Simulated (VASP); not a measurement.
# Li (Fm-3m) in VASP: further runs

Li is run at these levels: PBE; tasks: single point.

Everything below comes from runs of VASP 6.6.1. Logs are shortened: lines on timing, memory, paths and dates and some standing lists are left out, and cuts for length are marked.

**1. The cell of the first run**

Symmetry: Fm-3m, No. 225, cubic system. Conventional cell: a = 4.381 Å, b = 4.381 Å, c = 4.381 Å, α = 90.00°, β = 90.00°, γ = 90.00°. Within 4.1 Å of Li (site symmetry m-3m) lie 12 Li at 3.10 Å.

This isn't the form of Li at room conditions, which is bcc.

**2. Single point, PBE**

Input file INCAR:

```
PREC     = Accurate       # precision mode
ENCUT    = 520            # plane-wave cutoff, eV
EDIFF    = 1E-7           # SCF threshold, eV
ISMEAR   = -1             # smearing method
SIGMA    = 0.06122561905347299 # smearing width, eV
LREAL    = False          # projectors in reciprocal space
LASPH    = True           # aspherical terms in the spheres
NELM     = 100            # most SCF steps
ALGO     = Normal         # electronic algorithm
ISIF     = 2              # what is computed and relaxed
LWAVE    = False          # write WAVECAR
LCHARG   = False          # write CHGCAR
GGA      = PE             # functional
NBANDS   = 8              # bands
```

Input file KPOINTS:

```
Automatic mesh
0
Gamma
  43 43 43
```

Input file POSCAR:

```
Li
1.0
    0.0000000000      2.1905026126      2.1905026126
    2.1905026126      0.0000000000      2.1905026126
    2.1905026126      2.1905026126      0.0000000000
Li
1
Direct
    0.0000000000      0.0000000000      0.0000000000
```

Potentials or basis: VASP PAW PBE potentials, release 64 (Li_sv).

Run with:

```bash
$ cat potpaw_PBE.64/Li_sv/POTCAR > POTCAR
$ mpirun -np 1 vasp_std > vasp.out
```

OUTCAR:

```text
PREC = Accurate
   ENCUT = 520
   EDIFF = 1E-7
   ISMEAR = -1
   LREAL = False
   LASPH = True
   NELM = 100
   ISIF = 2
   GGA = PE

 ion  position               nearest neighbor table
   1  0.000  0.000  0.000-

  LATTYP: Found a face centered cubic cell.
 ALAT       =     4.3810052252

  Lattice vectors:

 A1 = (   0.0000000000,   2.1905026126,   2.1905026126)
 A2 = (   2.1905026126,   0.0000000000,   2.1905026126)
 A3 = (   2.1905026126,   2.1905026126,   0.0000000000)

Analysis of symmetry for initial positions (statically):
=====================================================================
 Subroutine PRICEL returns:
 Original cell was already a primitive cell.

 Routine SETGRP: Setting up the symmetry group for a
 face centered cubic supercell.

 Subroutine GETGRP returns: Found 48 space group operations
 (whereof 48 operations were pure point group operations)
 out of a pool of 48 trial point group operations.

The static configuration has the point symmetry O_h .

Analysis of symmetry for dynamics (positions and initial velocities):
=====================================================================
 Subroutine PRICEL returns:
 Original cell was already a primitive cell.

 Routine SETGRP: Setting up the symmetry group for a
 face centered cubic supercell.

 Subroutine GETGRP returns: Found 48 space group operations
 (whereof 48 operations were pure point group operations)
 out of a pool of 48 trial point group operations.

The dynamic configuration has the point symmetry O_h .

 Subroutine INISYM returns: Found 48 space group operations
 (whereof 48 operations are pure point group operations),
 and found     1 'primitive' translations

----------------------------------------------------------------------------------------

                                     Primitive cell

  volume of cell :      21.0214

  direct lattice vectors                    reciprocal lattice vectors
     0.000000000  2.190502613  2.190502613    -0.228258116  0.228258116  0.228258116
     2.190502613  0.000000000  2.190502613     0.228258116 -0.228258116  0.228258116
     2.190502613  2.190502613  0.000000000     0.228258116  0.228258116 -0.228258116

  length of vectors
     3.097838503  3.097838503  3.097838503     0.395354655  0.395354655  0.395354655

  position of ions in fractional coordinates (direct lattice)
     0.000000000  0.000000000  0.000000000

  ion indices of the primitive-cell ions
   primitive index   ion index
                 1           1

----------------------------------------------------------------------------------------

 KPOINTS: Automatic mesh

Automatic generation of k-mesh.
 Grid dimensions read from file:
 generate k-points for:   43   43   43

 Generating k-lattice:

  Cartesian coordinates                     Fractional coordinates (reciprocal lattice)
    -0.005308328  0.005308328  0.005308328     0.023255814  0.000000000  0.000000000
     0.005308328 -0.005308328  0.005308328     0.000000000  0.023255814  0.000000000
     0.005308328  0.005308328 -0.005308328     0.000000000  0.000000000  0.023255814

  Length of vectors
     0.009194294  0.009194294  0.009194294

  Shift w.r.t. Gamma in fractional coordinates (k-lattice)
     0.000000000  0.000000000  0.000000000

 Subroutine IBZKPT returns following result:
 ===========================================

 Found   2024 irreducible k-points:

 Following reciprocal coordinates:
            Coordinates               Weight
  0.000000  0.000000  0.000000      1.000000
  0.023256  0.000000  0.000000      8.000000
  0.046512  0.000000  0.000000      8.000000
  0.069767  0.000000  0.000000      8.000000
  0.093023  0.000000  0.000000      8.000000
  0.116279  0.000000  0.000000      8.000000
[... 16 lines left out ...]
  0.023256  0.023256  0.000000      6.000000
  0.046512  0.023256  0.000000     24.000000
 [... further k-points ...]
   k-points           NKPTS =   2024   k-points in BZ     NKDIM =   2024   number of bands    NBANDS=      8
   number of dos      NEDOS =    301   number of ions     NIONS =      1
   total plane-waves  NPLWV =  13824
   dimension x,y,z NGX =    24 NGY =   24 NGZ =   24
   dimension x,y,z NGXF=    48 NGYF=   48 NGZF=   48
   ions per type =               1
   NGX,Y,Z   is equivalent  to a cutoff of  12.88, 12.88, 12.88 a.u.
   NGXF,Y,Z  is equivalent  to a cutoff of  25.76, 25.76, 25.76 a.u.
 SYSTEM =  unknown system
   PREC   = accura    normal or accurate (medium, high low for compatibility)
   ISTART =      0    job   : 0-new  1-cont  2-samecut
   ICHARG =      2    charge: 1-file 2-atom 10-const
   ISPIN  =      1    spin polarized calculation?
   LNONCOLLINEAR =      F non collinear calculations
   LSORBIT =      F    spin-orbit coupling
   LASPH  =      T    aspherical Exc in radial PAW
   ENCUT  =  520.0 eV  38.22 Ry    6.18 a.u.   5.76  5.76  5.76*2*pi/ulx,y,z
   NELM   =    100;   NELMIN=  2; NELMDL= -5     # of ELM steps
   EDIFF  = 0.1E-06   stopping-criterion for ELM
   LREAL  =      F    real-space projection
   EDIFFG = 0.1E-05   stopping-criterion for IOM
   NSW    =      0    number of steps for IOM
   IBRION =     -1    ionic relax: 0-MD 1-quasi-New 2-CG
   NFREE  =      0    steps in history (QN), initial steepest desc. (CG)
   ISIF   =      2    stress and relaxation
   ISYM   =      2    0-nonsym 1-usesym 2-fastsym
   POTIM  = 0.5000    time-step for ionic-motion
   TEBEG  =    0.0;   TEEND  =   0.0 temperature during run
   PSTRESS=    0.0 pullay stress
   NELECT =       3.0000    total number of electrons
   NUPDOWN=      -1.0000    fix difference up-down
   EMIN   =  10.00;   EMAX   =-10.00  energy-range for DOS
   EFERMI =   0.00;   METHOD = LEGACY
   ISMEAR =    -1;   SIGMA  =   0.06  broadening in eV -4-tet -1-fermi 0-gaus
   EFERMI_NEDOS =   21; number of points for ismear=-14 and -15
   IALGO  =     38    algorithm
   IMIX   =      4    mixing-type and parameters
     AMIX     =   0.40;   BMIX     =  1.00
     AMIX_MAG =   1.60;   BMIX_MAG =  1.00
  volume/ion in A,a.u.               =      21.02       141.86
  Fermi-wavevector in a.u.,A,eV,Ry     =   0.855516  1.616691  9.958208  0.731908
  Thomas-Fermi vector in A             =   1.972277
   LORBIT       =      0    0 simple, 1 ext, 2 COOP (PROOUT), +10 PAW based schemes
   GGA     = PE    functional components
   LHFCALC =     F    Hartree Fock is set to
   AEXX    =    0.0000 exact exchange contribution
   IVDW    =     0    specifies the selected vdW correction
   LEPSILON=     F    determine dielectric tensor
   LRPA    =     F    only Hartree local field effects (RPA)
 non-spin polarized calculation
  energy-cutoff  :      520.00
  volume of cell :       21.02
 maximum number of plane-waves:       584
   NGX = 11   NGY = 11   NGZ = 11

 number of electron       3.0000001 magnetization

 Free energy of the ion-electron system (eV)
  ---------------------------------------------------
  ext. energy  EPLUGINS =         0.00000000
  ---------------------------------------------------
  free energy    TOTEN  =        -1.90829740 eV

  energy without entropy =       -1.90203740  energy(sigma->0) =       -1.90516740

 E-fermi :   0.5208     XC(G=0):  -6.9562

 val. band max:        0.5201031896   @ k =   0.4186   0.3721   0.0233
 cond. band min:       0.5232108628   @ k =   0.4884   0.1163   0.0000
 fundamental gap:      0.0031076732
 Fermi energy:         0.5208377473

 k-point     1 :       0.0000    0.0000    0.0000
  band No.  band energies     occupation
      1     -46.0656      2.00000
      2      -2.9874      2.00000
      3      14.5097      0.00000
      4      14.5098      0.00000
      5      14.5098      0.00000
      6      18.3395      0.00000
      7      18.3395      0.00000
      8      18.3395      0.00000

 k-point     2 :       0.0233    0.0000    0.0000
  band No.  band energies     occupation
      1     -46.0655      2.00000
      2      -2.9779      2.00000
      3      14.3981      0.00000
      4      14.4864      0.00000
      5      14.4864      0.00000
      6      18.1084      0.00000
      7      18.3801      0.00000
      8      18.3801      0.00000

 k-point     3 :       0.0465    0.0000    0.0000
  band No.  band energies     occupation
      1     -46.0653      2.00000
      2      -2.9493      2.00000
      3      14.0771      0.00000
      4      14.4197      0.00000
      5      14.4198      0.00000
      6      17.8128      0.00000
      7      18.4976      0.00000
      8      18.4976      0.00000

 k-point     4 :       0.0698    0.0000    0.0000
  band No.  band energies     occupation
      1     -46.0649      2.00000
      2      -2.9017      2.00000
      3      13.5880      0.00000
      4      14.3183      0.00000
      5      14.3184      0.00000
      6      17.6296      0.00000
      7      18.6791      0.00000
      8      18.6791      0.00000

 k-point     5 :       0.0930    0.0000    0.0000
  band No.  band energies     occupation
      1     -46.0644      2.00000
      2      -2.8350      2.00000
      3      12.9859      0.00000
      4      14.1930      0.00000
      5      14.1930      0.00000
      6      17.5518      0.00000
      7      18.9053      0.00000
      8      18.9053      0.00000
[... 177 lines left out ...]
 k-point    22 :       0.4884    0.0000    0.0000
  band No.  band energies     occupation
      1     -46.0502      2.00000
      2       0.5080      1.10452
      3       3.3543      0.00000
      4      12.8351      0.00000
      5      12.8352      0.00000
      6      16.7325      0.00000
      7      16.7325      0.00000
      8      17.3257      0.00000

 k-point    23 :       0.0233    0.0233    0.0000
  band No.  band energies     occupation
      1     -46.0655      2.00000
      2      -2.9748      2.00000
      3      14.4071      0.00000
      4      14.4071      0.00000
      5      14.5087      0.00000
      6      17.9364      0.00000
      7      18.4663      0.00000
      8      18.4663      0.00000

 k-point    24 :       0.0465    0.0233    0.0000
  band No.  band energies     occupation
      1     -46.0653      2.00000
      2      -2.9525      2.00000
      3      14.1797      0.00000
      4      14.2911      0.00000
      5      14.5077      0.00000
      6      17.6550      0.00000
      7      18.5623      0.00000
      8      18.6231      0.00000

 [... further k-points ...]
[... 5 lines left out ...]
  --------------------------------------------------------------------------------------
  -------------------------------------------------------------------------------------
  Total       -0.0738814     -0.0738814     -0.0738814     -0.0000000     -0.0000000     -0.0000000
  in kB       -5.6309852     -5.6309852     -5.6309852     -0.0000000     -0.0000000     -0.0000000
  external PRESSURE =      -5.6309852 kB  Pullay stress =       0.0000000 kB

 VOLUME and BASIS-vectors are now :
 -----------------------------------------------------------------------------
  energy-cutoff  :      520.00
  volume of cell :       21.02
      direct lattice vectors                 reciprocal lattice vectors
     0.000000000  2.190502613  2.190502613    -0.228258116  0.228258116  0.228258116
     2.190502613  0.000000000  2.190502613     0.228258116 -0.228258116  0.228258116
     2.190502613  2.190502613  0.000000000     0.228258116  0.228258116 -0.228258116

 POSITION                                       TOTAL-FORCE (eV/Angst)
 -----------------------------------------------------------------------------------
      0.00000      0.00000      0.00000        -0.000000      0.000000      0.000000
 -----------------------------------------------------------------------------------
    total drift:                               -0.000000     -0.000000     -0.000000

  FREE ENERGIE OF THE ION-ELECTRON SYSTEM (eV)
  ---------------------------------------------------
  free  energy   TOTEN  =        -1.9082973957 eV

  energy  without entropy=       -1.9020374037  energy(sigma->0) =       -1.90516740
```

It took 6.6 min on 1 thread of Oxide Virtual Turin-like, shared host; peak memory 0.32 GiB.

Results:

| Property | Result |
| --- | --- |
| Free energy | -1.9083 eV |
| Band gap on the k mesh | zero (an odd number of electrons rules out a gap without spin polarisation) |

Caveat: the cutoff is under 1.25 times the usual one of these potentials, so pressure, stress and relaxed cells hold a basis-set (Pulay) error.

**3. Single point, PBE**

This run uses another cell than the first one, of 21.43 Å³/atom.

INCAR: that of step 2 with these lines changed.

```diff
@@ -2,3 +2,3 @@
 ENCUT    = 520            # plane-wave cutoff, eV
-EDIFF    = 1E-7           # SCF threshold, eV
+EDIFF    = 1E-6           # SCF threshold, eV
 ISMEAR   = -1             # smearing method
```

Input file KPOINTS:

```
regular mesh
0
Gamma
  43 43 43
```

Input file POSCAR:

```
Li
1.0
    0.0000000000      2.2044552347      2.2044552347
    2.2044552347      0.0000000000      2.2044552347
    2.2044552347      2.2044552347      0.0000000000
Li
1
Direct
    0.0000000000      0.0000000000      0.0000000000
```

Potentials or basis: VASP PAW PBE potentials, release 64 (Li_sv).

Run with:

```bash
$ cat potpaw_PBE.64/Li_sv/POTCAR > POTCAR
$ mpirun -np 1 vasp_std > vasp.out
```

It took 3.5 min on 1 thread of Oxide Virtual Turin-like, shared host; peak memory 0.32 GiB.

It converged, with:

```
Free energy            : -1.9069 eV
Band gap on the k mesh : zero (an odd number of electrons rules out a gap without spin polarisation)
```

Levels at points of the mesh, in eV from the Fermi level:
```tsv
k point	band 1	band 2	band 3	band 4	band 5	band 6	band 7
(0.00, 0.00, 0.00)	-46.62	-3.48	13.80	13.80	13.80	17.60	17.60
```

Caveat: the cutoff is under 1.25 times the usual one of these potentials, so pressure, stress and relaxed cells hold a basis-set (Pulay) error.
